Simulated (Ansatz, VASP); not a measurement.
## One calculation of In2TeO2, two programs

```xyz
5
Lattice="4.1114 0.0000 0.0000 0.0000 4.1114 0.0000 0.0000 0.0000 6.6858" Properties=species:S:1:pos:R:3 pbc="T T T"
In    0.0000    0.0000    3.3429
In    0.0000    0.0000    0.0000
Te    2.0557    2.0557    3.3429
O     2.0557    2.0557    5.3521
O     2.0557    2.0557    1.3337
```

Alike in both runs: functional PBE; k mesh 10 × 10 × 6; occupations gaussian, width 0.1 eV; no spin polarisation.

Ansatz relaxed the structure, and its values are those at the end. VASP's run is a single point on that final structure, the one shown.

|  | VASP | Ansatz |
| --- | --- | --- |
| version | VASP 6.6.1 | Ansatz 0.2.0 |
| potentials or method | VASP PAW PBE potentials, release 64 (In_d, Te, O), cutoff 520 eV | scalar-relativistic, plane waves, PAW |
| valence electrons in the cell | 44 | 54 |

|  | VASP | Ansatz | Ansatz less VASP |
| --- | --- | --- | --- |
| gap on the k mesh at the Fermi level (eV) | none | none | - |
| pressure (GPa) | 0.0 | 0.0 | +0.04 |
| rms of the force components (eV/Å) | 0.009 | 0.001 | -0.0080 |

A gap of «none» marks a metal or a gap that the smearing closes. The functional is the same, so the differences come from potentials, cutoffs and numerics. VASP's potentials hold 44 valence electrons a cell and Ansatz's 54, so a difference there can come from the potentials and not from the codes.

Spin-orbit coupling is off throughout.
